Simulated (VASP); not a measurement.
Wanted: the native input for a VASP 6.6.1 run.

- Task: single point
- Functional: RPBE
- Potentials or basis: VASP PAW PBE potentials, release 64 (Sb)
- Cutoff: 520 eV
- k mesh: 12 × 12 × 3
- Occupations: fermi-dirac, width 0.1 eV
- Spin: no spin polarisation
- Dipole correction: no
- Further INCAR settings: ALGO = Normal; EDIFF = 1e-07; NBANDS = 18

The structure of Sb lies in POSCAR:

```
Sb
1.0
    3.4546218910      0.0000000000      0.0000000000
   -1.7273109455      2.9917903181      0.0000000000
    0.0000000000      0.0000000000     11.7295283503
Sb
4
Direct
    1.0000000000      1.0000000000      0.0000000000
    1.0000000000      1.0000000000      0.5000000000
    0.3333333333      0.6666666667      0.2500000000
    0.6666666667      0.3333333333      0.7500000000
```

This cell differs from its parent crystal: volume scaled by 1.08.

These files were run (other wordings do the same):

INCAR

```
ALGO = Normal
EDIFF = 1E-7
ENCUT = 520
GGA = RP
ISIF = 2
ISMEAR = -1
LASPH = True
LCHARG = False
LREAL = False
LWAVE = False
NBANDS = 18
NELM = 60
PREC = Accurate
SIGMA = 0.1
```

KPOINTS

```
k-points
0
Gamma
  12 12 3
```

Potentials or basis: VASP PAW PBE potentials, release 64 (Sb).

Command:

```console
$ cat potpaw_PBE.64/Sb/POTCAR > POTCAR
$ mpirun -np 1 vasp_std > vasp.out
```

Results of the run:

* Pressure: -3.6 GPa
* Band gap on the k mesh: zero (band 10 reaches 11.17 eV, above the bottom of band 11 at 5.18 eV)

Caveat: the PAW data sets were made with another functional, which shifts forces and pressure a little; spin-orbit coupling is left out, which moves the levels of the heavy elements.

Wall time 2.7 min on 1 thread of AMD EPYC 7R13, on a shared host, peak memory 0.23 GiB.
